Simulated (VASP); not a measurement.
# TiO2 (P1) in VASP: a series of runs, part 2 of 2

VASP 6.6.1.

### Step 3. Relaxation of cell and atoms, PBE

File INCAR:

```
SYSTEM = TiO2
PREC = Accurate
ENCUT = 600
EDIFF = 1E-7
ISMEAR = 0
SIGMA = 0.1
LREAL = .FALSE.
LASPH = .TRUE.
NELM = 120
ALGO = Normal
ISIF = 3
LWAVE = .FALSE.
LCHARG = .FALSE.
GGA = PE
IBRION = 2
NSW = 100
EDIFFG = -0.05
GGA_COMPAT = .FALSE.
NELMIN = 4
```

File KPOINTS:

```
regular mesh
0
G
  4 4 6
  0 0 0
```

File POSCAR:

```
TiO2
1.0
    4.6048037486     -0.0701010596      0.0758034312
    0.0070873965      4.5744217595      0.0931790545
   -0.0013422464     -0.0429023718      2.9454157914
Ti O
2 4
Direct
    0.0220877885     -0.0060877667      0.0006658585
    0.5053244582      0.4896922212      0.5000419065
    0.3049483665      0.2820334161      0.0206463381
    0.2028858932      0.7967883745      0.4965196133
    0.7016420562      0.6916252130     -0.0049249154
    0.7859724810      0.2022859428      0.5025133071
```

Potentials or basis: VASP PAW PBE potentials, release 64 (Ti_sv, O).

On the command line:

```console
> cat potpaw_PBE.64/Ti_sv/POTCAR potpaw_PBE.64/O/POTCAR > POTCAR
> mpirun -np 1 vasp_std > vasp.out
```

OUTCAR:

```text
SYSTEM = TiO2
   PREC = Accurate
   ENCUT = 600
   EDIFF = 1E-7
   ISMEAR = 0
   LREAL = .FALSE.
   LASPH = .TRUE.
   NELM = 120
   ISIF = 3
   GGA = PE
   IBRION = 2
   NSW = 100
   EDIFFG = -0.05
   NELMIN = 4

 ion  position               nearest neighbor table
   1  0.022  0.994  0.001-   3 1.84   4 1.92   4 1.93   5 2.01   6 2.07   6 2.08
   2  0.505  0.490  0.500-   6 1.86   3 1.95   5 1.95   5 1.96   4 1.99   3 2.01
   3  0.305  0.282  0.021-   1 1.84   2 1.95   2 2.01
   4  0.203  0.797  0.497-   1 1.92   1 1.93   2 1.99
   5  0.702  0.692  0.995-   2 1.95   2 1.96   1 2.01
   6  0.786  0.202  0.503-   2 1.86   1 2.07   1 2.08

  LATTYP: Found a triclinic cell.
 ALAT       =     5.4269693010
 B/A-ratio  =     0.8487170038
 C/A-ratio  =     1.0053463604
 COS(alpha) =     0.0024223234
 COS(beta)  =     0.2977554696
 COS(gamma) =     0.8399117655

  Lattice vectors:

 A1 = (   4.6061459950,  -0.0271986878,  -2.8696123602)
 A2 = (   4.6048037486,  -0.0701010596,   0.0758034312)
 A3 = (  -0.0057451501,  -4.5315193877,  -3.0385948459)

Analysis of symmetry for initial positions (statically):
=====================================================================
 Subroutine PRICEL returns:
 Original cell was already a primitive cell.

 Routine SETGRP: Setting up the symmetry group for a
 triclinic supercell.

 Subroutine GETGRP returns: Found  1 space group operations
 (whereof  1 operations were pure point group operations)
 out of a pool of  2 trial point group operations.

The static configuration has the point symmetry C_1 .

Analysis of symmetry for dynamics (positions and initial velocities):
=====================================================================
 Subroutine PRICEL returns:
 Original cell was already a primitive cell.

 Routine SETGRP: Setting up the symmetry group for a
 triclinic supercell.

 Subroutine GETGRP returns: Found  1 space group operations
 (whereof  1 operations were pure point group operations)
 out of a pool of  2 trial point group operations.

The dynamic configuration has the point symmetry C_1 .

 Subroutine INISYM returns: Found  1 space group operations
 (whereof  1 operations are pure point group operations),
 and found     1 'primitive' translations

----------------------------------------------------------------------------------------

                                     Primitive cell

  volume of cell :      62.0635

  direct lattice vectors                    reciprocal lattice vectors
     4.604803749 -0.070101060  0.075803431     0.217157822 -0.000338370  0.000094032
     0.007087396  4.574421759  0.093179054     0.003274463  0.218536922  0.003184660
    -0.001342246 -0.042902372  2.945415791    -0.005692378 -0.006904768  0.339407472

  length of vectors
     4.605961125  4.575376160  2.945728535     0.217158106  0.218584652  0.339525421

  position of ions in fractional coordinates (direct lattice)
     0.022087789  0.993912233  0.000665858
     0.505324458  0.489692221  0.500041907
     0.304948366  0.282033416  0.020646338
     0.202885893  0.796788374  0.496519613
     0.701642056  0.691625213  0.995075085
[... 44 lines left out ...]
  0.500000  0.250000 -0.000000      2.000000
[... 16 lines left out ...]
  0.000000 -0.250000  0.166667      2.000000
  0.250000 -0.250000  0.166667      2.000000
 [... further k-points ...]
   k-points           NKPTS =     52   k-points in BZ     NKDIM =     52   number of bands    NBANDS=     28
   number of dos      NEDOS =    301   number of ions     NIONS =      6
   total plane-waves  NPLWV =  38400
   dimension x,y,z NGX =    40 NGY =   40 NGZ =   24
   dimension x,y,z NGXF=    80 NGYF=   80 NGZF=   48
   ions per type =               2   4
   NGX,Y,Z   is equivalent  to a cutoff of  14.44, 14.53, 13.54 a.u.
   NGXF,Y,Z  is equivalent  to a cutoff of  28.87, 29.07, 27.09 a.u.
 SYSTEM =  TiO2
   PREC   = accura    normal or accurate (medium, high low for compatibility)
   ISTART =      0    job   : 0-new  1-cont  2-samecut
   ICHARG =      2    charge: 1-file 2-atom 10-const
   ISPIN  =      1    spin polarized calculation?
   LNONCOLLINEAR =      F non collinear calculations
   LSORBIT =      F    spin-orbit coupling
   LASPH  =      T    aspherical Exc in radial PAW
   ENCUT  =  600.0 eV  44.10 Ry    6.64 a.u.   9.20  9.14  5.88*2*pi/ulx,y,z
   NELM   =    120;   NELMIN=  4; NELMDL= -5     # of ELM steps
   EDIFF  = 0.1E-06   stopping-criterion for ELM
   LREAL  =      F    real-space projection
   EDIFFG = -.5E-01   stopping-criterion for IOM
   NSW    =    100    number of steps for IOM
   IBRION =      2    ionic relax: 0-MD 1-quasi-New 2-CG
   NFREE  =      1    steps in history (QN), initial steepest desc. (CG)
   ISIF   =      3    stress and relaxation
   ISYM   =      2    0-nonsym 1-usesym 2-fastsym
   POTIM  = 0.5000    time-step for ionic-motion
   TEBEG  =    0.0;   TEEND  =   0.0 temperature during run
   PSTRESS=    0.0 pullay stress
   NELECT =      48.0000    total number of electrons
   NUPDOWN=      -1.0000    fix difference up-down
   EMIN   =  10.00;   EMAX   =-10.00  energy-range for DOS
   EFERMI =   0.00;   METHOD = LEGACY
   ISMEAR =     0;   SIGMA  =   0.10  broadening in eV -4-tet -1-fermi 0-gaus
   EFERMI_NEDOS =   21; number of points for ismear=-14 and -15
   IALGO  =     38    algorithm
   IMIX   =      4    mixing-type and parameters
     AMIX     =   0.40;   BMIX     =  1.00
     AMIX_MAG =   1.60;   BMIX_MAG =  1.00
  volume/ion in A,a.u.               =      10.34        69.80
  Fermi-wavevector in a.u.,A,eV,Ry     =   1.502715  2.839719 30.724014  2.258151
  Thomas-Fermi vector in A             =   2.613919
   LORBIT       =      0    0 simple, 1 ext, 2 COOP (PROOUT), +10 PAW based schemes
   GGA     = PE    functional components
   LHFCALC =     F    Hartree Fock is set to
   AEXX    =    0.0000 exact exchange contribution
   IVDW    =     0    specifies the selected vdW correction
   LEPSILON=     F    determine dielectric tensor
   LRPA    =     F    only Hartree local field effects (RPA)
 conjugate gradient relaxation of ions
 non-spin polarized calculation
 Gauss-broadening in eV      SIGMA  =   0.10
  energy-cutoff  :      600.00
  volume of cell :       62.06
 maximum number of plane-waves:      2090
 NGX is ok and might be reduce to    40
   NGX = 19   NGY = 19   NGZ = 11

--------------------------------------- Ionic step        1  -------------------------------------------

 number of electron      47.9999993 magnetization

 Free energy of the ion-electron system (eV)
  ---------------------------------------------------
  ext. energy  EPLUGINS =         0.00000000
  ---------------------------------------------------
  free energy    TOTEN  =       -53.40317760 eV

  energy without entropy =      -53.40317760  energy(sigma->0) =      -53.40317760

------------------------ aborting loop because EDIFF is reached ----------------------------------------

  FORCE on cell =-STRESS in cart. coord.  units (eV):
  Direction    XX          YY          ZZ          XY          YZ          ZX
  --------------------------------------------------------------------------------------
  -------------------------------------------------------------------------------------
  Total        2.4103890      3.0899800      2.8894720      1.1189167     -0.0263345     -0.2509312
  in kB       62.2245178     79.7682521     74.5921110     28.8849869     -0.6798277     -6.4778226
  external PRESSURE =      72.1949603 kB  Pullay stress =       0.0000000 kB
[... 307 lines left out ...]
--------------------------------------- Ionic step        9  -------------------------------------------

 number of electron      47.9999990 magnetization

 Free energy of the ion-electron system (eV)
  ---------------------------------------------------
  ext. energy  EPLUGINS =         0.00000000
  ---------------------------------------------------
  free energy    TOTEN  =       -53.67896394 eV

  energy without entropy =      -53.67896394  energy(sigma->0) =      -53.67896394

 E-fermi :   5.1357     XC(G=0): -11.2560

 val. band max:        4.5298609185   @ k =   0.0000   0.0000   0.0000
 cond. band min:       6.3949639337   @ k =   0.0000   0.0000   0.0000
 fundamental gap:      1.8651030152
 Fermi energy:         5.1357007719

 k-point     1 :       0.0000    0.0000    0.0000
  band No.  band energies     occupation
      1     -52.4364      2.00000
      2     -52.4171      2.00000
      3     -28.7224      2.00000
      4     -28.7173      2.00000
      5     -28.5748      2.00000
      6     -28.5717      2.00000
[... 733 lines left out ...]
     27       7.2788      0.00000
     28       7.6080      0.00000

 [... further k-points ...]

------------------------ aborting loop because EDIFF is reached ----------------------------------------

  FORCE on cell =-STRESS in cart. coord.  units (eV):
  Direction    XX          YY          ZZ          XY          YZ          ZX
  --------------------------------------------------------------------------------------
  -------------------------------------------------------------------------------------
  Total       -0.1121156     -0.1223653     -0.0309434      0.0105704     -0.0347468     -0.0411059
  in kB       -2.7970583     -3.0527677     -0.7719759      0.2637090     -0.8668621     -1.0255098
  external PRESSURE =      -2.2072673 kB  Pullay stress =       0.0000000 kB
[... 21 lines left out ...]
  FREE ENERGIE OF THE ION-ELECTRON SYSTEM (eV)
  ---------------------------------------------------
  free  energy   TOTEN  =       -53.6789639415 eV

  energy  without entropy=      -53.6789639415  energy(sigma->0) =      -53.67896394

 reached required accuracy - stopping structural energy minimisation
```

It took 14 min on 1 thread of Oxide Virtual Turin-like, shared host; peak memory 0.22 GiB.

What came out:

```yaml
Free_energy: -53.6790 eV
Relaxed_volume: 10.70 Å³/atom
Relaxed_cell: a = 4.653 Å, b = 4.650 Å, c = 2.968 Å, α = 89.95°, β = 89.96°, γ = 90.05°
Space_group_after_relaxing_to_0.1_Å: Pmn2_1 (No. 31)
Energy_gained_by_relaxing: 46.0 meV/atom
Ionic_steps: 9
Pressure_after_relaxing: -0.2 GPa
Largest_force_after_relaxing: 0.049 eV/Å
Band_gap_on_the_k_mesh: 1.87 eV
```

Forces in eV/Å, atoms in the order of the input:
```
Ti  -0.012  0.046 -0.003
Ti  -0.002 -0.040 -0.003
O   -0.031 -0.027 -0.025
O   -0.001  0.007  0.018
O    0.025  0.034  0.008
O    0.021 -0.020  0.006
```

Step by step:
| step | energy change (eV) | largest force (eV/Å) | pressure (GPa) | volume (Å³) |
| --- | --- | --- | --- | --- |
| 1 | 0.0000 | 1.8724 | 7.22 | 62.06 |
| 2 | -0.1781 | 0.8030 | -7.52 | 66.34 |
| 3 | -0.2167 | 0.7216 | -3.74 | 64.99 |
| 4 | -0.2615 | 0.3597 | 2.27 | 63.59 |
| 5 | -0.2651 | 0.3344 | 0.89 | 63.88 |
| 6 | -0.2737 | 0.1523 | -0.03 | 64.18 |
| 7 | -0.2737 | 0.1523 | -0.03 | 64.18 |
| 8 | -0.2755 | 0.0838 | -0.15 | 64.20 |
| 9 | -0.2758 | 0.0486 | -0.22 | 64.22 |

Final structure:
```
CELL_PARAMETERS angstrom
4.65312 -0.04119 0.04108
0.03641 4.64901 0.08311
-0.02435 -0.05037 2.96741
ATOMIC_POSITIONS crystal
Ti 0.01172 0.99378 0.00065
Ti 0.51233 0.48949 0.49976
O 0.30559 0.29763 0.00517
O 0.19393 0.79860 0.50297
O 0.69420 0.68769 0.00324
O 0.80508 0.18914 0.50367
```

Levels at points of the mesh, in eV from the valence-band top:
| k point | band 21 | band 22 | band 23 | band 24 | band 25 | band 26 | band 27 | band 28 |
| --- | --- | --- | --- | --- | --- | --- | --- | --- |
| (0.00, 0.00, 0.00) | -0.72 | -0.50 | -0.48 | 0.00 | 1.87 | 2.14 | 2.41 | 2.46 |
| (0.50, 0.00, 0.00) | -1.57 | -1.56 | -0.73 | -0.72 | 2.48 | 2.48 | 2.93 | 2.97 |
| (0.00, 0.50, 0.00) | -1.61 | -1.51 | -0.74 | -0.69 | 2.48 | 2.49 | 2.83 | 3.07 |
| (0.50, 0.50, 0.00) | -1.27 | -1.26 | -1.08 | -1.06 | 1.90 | 1.91 | 2.49 | 2.50 |
| (0.00, 0.00, 0.50) | -2.22 | -2.20 | -1.40 | -1.40 | 2.86 | 2.88 | 3.11 | 3.13 |
| (0.50, 0.00, 0.50) | -1.98 | -1.97 | -1.03 | -1.02 | 1.92 | 1.94 | 3.14 | 3.15 |
| (0.00, 0.50, 0.50) | -1.97 | -1.97 | -1.01 | -0.99 | 1.90 | 1.91 | 3.14 | 3.15 |
| (0.50, 0.50, 0.50) | -1.24 | -1.19 | -0.70 | -0.69 | 2.51 | 2.58 | 3.12 | 3.12 |

Caveat: the relaxation stopped at a loose force limit of 0.05 eV/Å, so its end isn't a converged minimum.
